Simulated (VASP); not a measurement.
# Bi2Te3 (R-3m) in VASP: notebook

The runs below take Bi2Te3 through single point, with PBE.

All numbers are computed with VASP 6.6.1; they aren't measurements. Logs are shortened: lines on timing, memory, paths and dates and some standing lists are left out, and cuts for length are marked.

**1. The cell of the first run**

Symmetry: R-3m, No. 166, trigonal system. The conventional cell has a = 4.451 Å, b = 4.451 Å, c = 33.210 Å, α = 90.00°, β = 90.00°, γ = 120.00°. Within 4.1 Å of Bi (site symmetry 3m) lie 6 Te at 3.09 to 3.29 Å. Te (site symmetry -3m) has 6 Bi at 3.29 Å and 12 Te at 4.45 to 4.57 Å within 4.6 Å. Within 4.1 Å of Te (site symmetry 3m) lie 3 Bi at 3.09 Å.

**2. Single point, PBE (37.98 Å³/atom)**

File INCAR:

```
SYSTEM = Bi2Te3
PREC     = Accurate       ! precision mode
ENCUT    = 520            ! plane-wave cutoff, eV
EDIFF    = 1E-6           ! SCF threshold, eV
ISMEAR   = 0              ! smearing method
SIGMA    = 0.05           ! smearing width, eV
LREAL    = .FALSE.        ! projectors in reciprocal space
LASPH    = .TRUE.         ! aspherical terms in the spheres
NELM     = 100            ! most SCF steps
ALGO     = Normal         ! electronic algorithm
ISIF     = 2              ! what is computed and relaxed
LWAVE    = .FALSE.        ! write WAVECAR
LCHARG   = .FALSE.        ! write CHGCAR
GGA      = PE             ! functional
NBANDS   = 32             ! bands
```

File KPOINTS:

```
Automatic mesh
0
G
  8 8 8
  0 0 0
```

File POSCAR:

```
Bi2Te3
1.0
    2.2253382565      1.2847996414     11.0701600318
   -2.2253382565      1.2847996414     11.0701600318
    0.0000000000     -2.5695992828     11.0701600318
Bi Te
2 3
Direct
    0.3953581930      0.3953581930      0.3953581930
    0.6046418070      0.6046418070      0.6046418070
    0.0000000000      0.0000000000      0.0000000000
    0.2196084304      0.2196084304      0.2196084304
    0.7803915696      0.7803915696      0.7803915696
```

Potentials or basis: VASP PAW PBE potentials, release 64 (Bi_d, Te).

On the command line:

```sh
$ cat potpaw_PBE.64/Bi_d/POTCAR potpaw_PBE.64/Te/POTCAR > POTCAR
$ mpirun -np 1 vasp_std > vasp.out
```

OUTCAR:

```text
SYSTEM = Bi2Te3
   PREC = Accurate
   ENCUT = 520
   EDIFF = 1E-6
   ISMEAR = 0
   LREAL = .FALSE.
   LASPH = .TRUE.
   NELM = 100
   ISIF = 2
   GGA = PE

 ion  position               nearest neighbor table
   1  0.395  0.395  0.395-   5 3.09   5 3.09   5 3.09   3 3.29   3 3.29   3 3.29
   2  0.605  0.605  0.605-   4 3.09   4 3.09   4 3.09   3 3.29   3 3.29   3 3.29
   3  0.000  0.000  0.000-   2 3.29   1 3.29   2 3.29   2 3.29   1 3.29   1 3.29
   4  0.220  0.220  0.220-   2 3.09   2 3.09   2 3.09
   5  0.780  0.780  0.780-   1 3.09   1 3.09   1 3.09

  LATTYP: Found a trigonal (rhomboedric) cell.
 ALAT       =    11.3644746295
 COS(alpha) =     0.9233127195

  Lattice vectors:

 A1 = (   2.2253382565,   1.2847996414,  11.0701600318)
 A2 = (  -2.2253382565,   1.2847996414,  11.0701600318)
 A3 = (   0.0000000000,  -2.5695992828,  11.0701600318)

Analysis of symmetry for initial positions (statically):
=====================================================================
 Subroutine PRICEL returns:
 Original cell was already a primitive cell.

 Routine SETGRP: Setting up the symmetry group for a
 trigonal (rhombohedral) supercell.

 Subroutine GETGRP returns: Found 12 space group operations
 (whereof 12 operations were pure point group operations)
 out of a pool of 12 trial point group operations.

The static configuration has the point symmetry D_3d.

Analysis of symmetry for dynamics (positions and initial velocities):
=====================================================================
 Subroutine PRICEL returns:
 Original cell was already a primitive cell.

 Routine SETGRP: Setting up the symmetry group for a
 trigonal (rhombohedral) supercell.

 Subroutine GETGRP returns: Found 12 space group operations
 (whereof 12 operations were pure point group operations)
 out of a pool of 12 trial point group operations.

The dynamic configuration has the point symmetry D_3d.

 Subroutine INISYM returns: Found 12 space group operations
 (whereof 12 operations are pure point group operations),
 and found     1 'primitive' translations

----------------------------------------------------------------------------------------

                                     Primitive cell

  volume of cell :     189.9051

  direct lattice vectors                    reciprocal lattice vectors
     2.225338257  1.284799641 11.070160032     0.224684943  0.129721913  0.030110977
    -2.225338257  1.284799641 11.070160032    -0.224684943  0.129721913  0.030110977
     0.000000000 -2.569599283 11.070160032     0.000000000 -0.259443825  0.030110977

  length of vectors
    11.364474629 11.364474629 11.364474629     0.261185316  0.261185316  0.261185316

  position of ions in fractional coordinates (direct lattice)
     0.395358193  0.395358193  0.395358193
     0.604641807  0.604641807  0.604641807
     0.000000000  0.000000000  0.000000000
     0.219608430  0.219608430  0.219608430
     0.780391570  0.780391570  0.780391570

  ion indices of the primitive-cell ions
   primitive index   ion index
                 1           1
                 2           2
                 3           3
                 4           4
                 5           5

----------------------------------------------------------------------------------------

 KPOINTS: Automatic mesh

Automatic generation of k-mesh.
 Grid dimensions read from file:
 generate k-points for:    8    8    8

 Generating k-lattice:

  Cartesian coordinates                     Fractional coordinates (reciprocal lattice)
     0.028085618  0.016215239  0.003763872     0.125000000  0.000000000  0.000000000
    -0.028085618  0.016215239  0.003763872     0.000000000  0.125000000  0.000000000
     0.000000000 -0.032430478  0.003763872     0.000000000  0.000000000  0.125000000

  Length of vectors
     0.032648164  0.032648164  0.032648164

  Shift w.r.t. Gamma in fractional coordinates (k-lattice)
     0.000000000  0.000000000  0.000000000

 Subroutine IBZKPT returns following result:
 ===========================================

 Found     65 irreducible k-points:

 Following reciprocal coordinates:
            Coordinates               Weight
  0.000000  0.000000  0.000000      1.000000
  0.125000  0.000000  0.000000      6.000000
  0.250000  0.000000  0.000000      6.000000
  0.375000  0.000000  0.000000      6.000000
  0.500000  0.000000  0.000000      3.000000
  0.125000  0.125000  0.000000      6.000000
[... 16 lines left out ...]
  0.250000  0.125000  0.125000      6.000000
  0.375000  0.125000  0.125000      6.000000
 [... further k-points ...]
   k-points           NKPTS =     65   k-points in BZ     NKDIM =     65   number of bands    NBANDS=     32
   number of dos      NEDOS =    301   number of ions     NIONS =      5
   total plane-waves  NPLWV = 729000
   dimension x,y,z NGX =    90 NGY =   90 NGZ =   90
   dimension x,y,z NGXF=   180 NGYF=  180 NGZF=  180
   ions per type =               2   3
   NGX,Y,Z   is equivalent  to a cutoff of  13.17, 13.17, 13.17 a.u.
   NGXF,Y,Z  is equivalent  to a cutoff of  26.33, 26.33, 26.33 a.u.
 SYSTEM =  Bi2Te3
   PREC   = accura    normal or accurate (medium, high low for compatibility)
   ISTART =      0    job   : 0-new  1-cont  2-samecut
   ICHARG =      2    charge: 1-file 2-atom 10-const
   ISPIN  =      1    spin polarized calculation?
   LNONCOLLINEAR =      F non collinear calculations
   LSORBIT =      F    spin-orbit coupling
   LASPH  =      T    aspherical Exc in radial PAW
   ENCUT  =  520.0 eV  38.22 Ry    6.18 a.u.  21.13 21.13 21.13*2*pi/ulx,y,z
   NELM   =    100;   NELMIN=  2; NELMDL= -5     # of ELM steps
   EDIFF  = 0.1E-05   stopping-criterion for ELM
   LREAL  =      F    real-space projection
   EDIFFG = 0.1E-04   stopping-criterion for IOM
   NSW    =      0    number of steps for IOM
   IBRION =     -1    ionic relax: 0-MD 1-quasi-New 2-CG
   NFREE  =      0    steps in history (QN), initial steepest desc. (CG)
   ISIF   =      2    stress and relaxation
   ISYM   =      2    0-nonsym 1-usesym 2-fastsym
   POTIM  = 0.5000    time-step for ionic-motion
   TEBEG  =    0.0;   TEEND  =   0.0 temperature during run
   PSTRESS=    0.0 pullay stress
   NELECT =      48.0000    total number of electrons
   NUPDOWN=      -1.0000    fix difference up-down
   EMIN   =  10.00;   EMAX   =-10.00  energy-range for DOS
   EFERMI =   0.00;   METHOD = LEGACY
   ISMEAR =     0;   SIGMA  =   0.05  broadening in eV -4-tet -1-fermi 0-gaus
   EFERMI_NEDOS =   21; number of points for ismear=-14 and -15
   IALGO  =     38    algorithm
   IMIX   =      4    mixing-type and parameters
     AMIX     =   0.40;   BMIX     =  1.00
     AMIX_MAG =   1.60;   BMIX_MAG =  1.00
  volume/ion in A,a.u.               =      37.98       256.31
  Fermi-wavevector in a.u.,A,eV,Ry     =   1.035086  1.956029 14.577319  1.071403
  Thomas-Fermi vector in A             =   2.169412
   LORBIT       =      0    0 simple, 1 ext, 2 COOP (PROOUT), +10 PAW based schemes
   GGA     = PE    functional components
   LHFCALC =     F    Hartree Fock is set to
   AEXX    =    0.0000 exact exchange contribution
   IVDW    =     0    specifies the selected vdW correction
   LEPSILON=     F    determine dielectric tensor
   LRPA    =     F    only Hartree local field effects (RPA)
 non-spin polarized calculation
 Gauss-broadening in eV      SIGMA  =   0.05
  energy-cutoff  :      520.00
  volume of cell :      189.91
 maximum number of plane-waves:      5141
 NGX is ok and might be reduce to    90
   NGX = 43   NGY = 43   NGZ = 43

 number of electron      48.0000005 magnetization

 Free energy of the ion-electron system (eV)
  ---------------------------------------------------
  ext. energy  EPLUGINS =         0.00000000
  ---------------------------------------------------
  free energy    TOTEN  =       -18.39458457 eV

  energy without entropy =      -18.39458457  energy(sigma->0) =      -18.39458457

 E-fermi :   4.7921     XC(G=0):  -8.7257

 val. band max:        4.5085473939   @ k =   0.5000   0.5000   0.3750
 cond. band min:       5.2002970675   @ k =   0.0000   0.0000   0.0000
 fundamental gap:      0.6917496736
 Fermi energy:         4.7921474964

 k-point     1 :       0.0000    0.0000    0.0000
  band No.  band energies     occupation
      1     -18.2700      2.00000
      2     -18.2700      2.00000
      3     -18.2689      2.00000
      4     -18.2689      2.00000
      5     -18.2646      2.00000
      6     -18.2635      2.00000
[... 24 lines left out ...]
     31       9.8613      0.00000
     32      10.7756      0.00000

 k-point     2 :       0.1250    0.0000    0.0000
  band No.  band energies     occupation
      1     -18.2709      2.00000
      2     -18.2697      2.00000
      3     -18.2685      2.00000
      4     -18.2675      2.00000
      5     -18.2637      2.00000
      6     -18.2627      2.00000
[... 24 lines left out ...]
     31       9.7275      0.00000
     32      10.1848      0.00000

 k-point     3 :       0.2500    0.0000    0.0000
  band No.  band energies     occupation
      1     -18.2736      2.00000
      2     -18.2721      2.00000
      3     -18.2659      2.00000
      4     -18.2647      2.00000
      5     -18.2640      2.00000
      6     -18.2622      2.00000
[... 24 lines left out ...]
     31       8.9670      0.00000
     32      10.4767      0.00000

 k-point     4 :       0.3750    0.0000    0.0000
  band No.  band energies     occupation
      1     -18.2766      2.00000
      2     -18.2748      2.00000
      3     -18.2654      2.00000
      4     -18.2651      2.00000
      5     -18.2635      2.00000
      6     -18.2632      2.00000
[... 654 lines left out ...]
     31       9.8855      0.00000
     32      10.6713      0.00000

 k-point    23 :       0.2500    0.1250    0.1250
  band No.  band energies     occupation
      1     -18.2709      2.00000
      2     -18.2697      2.00000
      3     -18.2685      2.00000
      4     -18.2675      2.00000
      5     -18.2637      2.00000
      6     -18.2627      2.00000
[... 24 lines left out ...]
     31       9.7162      0.00000
     32      10.2191      0.00000

 k-point    24 :       0.3750    0.1250    0.1250
  band No.  band energies     occupation
      1     -18.2735      2.00000
      2     -18.2721      2.00000
      3     -18.2659      2.00000
      4     -18.2647      2.00000
      5     -18.2640      2.00000
      6     -18.2622      2.00000
[... 24 lines left out ...]
     31       8.9678      0.00000
     32      10.5151      0.00000

 [... further k-points ...]

------------------------ aborting loop because EDIFF is reached ----------------------------------------

  FORCE on cell =-STRESS in cart. coord.  units (eV):
  Direction    XX          YY          ZZ          XY          YZ          ZX
  --------------------------------------------------------------------------------------
  -------------------------------------------------------------------------------------
  Total       -0.2951752     -0.2951752     -0.2836530      0.0000000     -0.0000000      0.0000000
  in kB       -2.4903124     -2.4903124     -2.3931027      0.0000000     -0.0000000      0.0000000
  external PRESSURE =      -2.4579092 kB  Pullay stress =       0.0000000 kB

 VOLUME and BASIS-vectors are now :
 -----------------------------------------------------------------------------
  energy-cutoff  :      520.00
  volume of cell :      189.91
      direct lattice vectors                 reciprocal lattice vectors
     2.225338257  1.284799641 11.070160032     0.224684943  0.129721913  0.030110977
    -2.225338257  1.284799641 11.070160032    -0.224684943  0.129721913  0.030110977
     0.000000000 -2.569599283 11.070160032     0.000000000 -0.259443825  0.030110977

 POSITION                                       TOTAL-FORCE (eV/Angst)
 -----------------------------------------------------------------------------------
      0.00000      0.00000     13.13004         0.000000     -0.000000     -0.007576
      0.00000      0.00000     20.08044         0.000000      0.000000      0.007576
      0.00000      0.00000      0.00000        -0.000000      0.000000     -0.000000
      0.00000      0.00000      7.29330         0.000000     -0.000000     -0.008631
      0.00000      0.00000     25.91718         0.000000      0.000000      0.008631
 -----------------------------------------------------------------------------------
    total drift:                                0.000000      0.000000      0.000000

  FREE ENERGIE OF THE ION-ELECTRON SYSTEM (eV)
  ---------------------------------------------------
  free  energy   TOTEN  =       -18.3945845650 eV

  energy  without entropy=      -18.3945845650  energy(sigma->0) =      -18.39458457
```

Wall time 51 min (1 thread of Intel Xeon Platinum 8488C (Sapphire Rapids), shared host); peak memory 1.4 GiB.

What came out:

* Free energy: -18.3946 eV
* Pressure: -0.2 GPa
* Largest force: 0.009 eV/Å
* Band gap on the k mesh: 0.69 eV (least direct gap 0.74 eV)

Forces in eV/Å, atoms in the order of the input:
```
Bi   0.000  0.000 -0.008
Bi   0.000  0.000  0.008
Te   0.000  0.000  0.000
Te   0.000  0.000 -0.009
Te   0.000  0.000  0.009
```

Caveat: spin-orbit coupling is left out, which moves the levels of the heavy elements. A k mesh can miss the band edges.

**3. Single point, PBE (39.08 Å³/atom)**

This run uses another cell than the first one, of 39.08 Å³/atom.

File INCAR:

```
PREC = Accurate
ENCUT = 520
EDIFF = 1E-6
ISMEAR = 0
SIGMA = 0.05
LREAL = F
LASPH = T
NELM = 100
ALGO = Normal
ISIF = 2
LWAVE = F
LCHARG = F
GGA = PE
NBANDS = 32
```

File KPOINTS:

```
Automatic mesh
0
Gamma
  8 8 8
```

File POSCAR:

```
Bi2Te3
1.0
    2.2234364248      1.2837016184     11.4089840644
   -2.2234364248      1.2837016184     11.4089840644
    0.0000000000     -2.5674032368     11.4089840644
Bi Te
2 3
Direct
    0.3935819306      0.3935819306      0.3935819306
    0.6064180694      0.6064180694      0.6064180694
    0.0000000000      0.0000000000      0.0000000000
    0.2229317932      0.2229317932      0.2229317932
    0.7770682068      0.7770682068      0.7770682068
```

Potentials or basis: VASP PAW PBE potentials, release 64 (Bi_d, Te).

On the command line:

```sh
$ cat potpaw_PBE.64/Bi_d/POTCAR potpaw_PBE.64/Te/POTCAR > POTCAR
$ mpirun -np 1 vasp_std > vasp.out
```

Run time: 50 min. Hardware: 1 thread of Intel Xeon Platinum 8488C (Sapphire Rapids), shared host; peak memory 1.4 GiB.

It converged, with:

* Free energy: -18.3862 eV
* Pressure: -0.2 GPa
* Largest force: 0.008 eV/Å
* Band gap on the k mesh: 0.78 eV (least direct gap 0.91 eV)

Forces on the atoms (eV/Å):
```
Bi   0.000  0.000 -0.007
Bi   0.000  0.000  0.007
Te   0.000  0.000  0.000
Te   0.000  0.000 -0.008
Te   0.000  0.000  0.008
```

Levels at points of the mesh, in eV from the valence-band top:
| k point | band 21 | band 22 | band 23 | band 24 | band 25 | band 26 | band 27 | band 28 |
| --- | --- | --- | --- | --- | --- | --- | --- | --- |
| (0.00, 0.00, 0.00) | -0.97 | -0.37 | -0.37 | -0.13 | 0.78 | 1.44 | 1.44 | 2.25 |
| (0.50, 0.00, 0.00) | -1.95 | -1.18 | -0.52 | -0.46 | 1.26 | 2.08 | 2.61 | 3.23 |
| (0.50, 0.50, 0.00) | -1.55 | -0.98 | -0.79 | -0.61 | 1.58 | 1.92 | 2.28 | 3.10 |
| (0.50, 0.50, 0.50) | -0.90 | -0.40 | -0.40 | -0.32 | 0.90 | 1.52 | 1.52 | 2.18 |

Caveat: spin-orbit coupling is left out, which moves the levels of the heavy elements. A k mesh can miss the band edges.
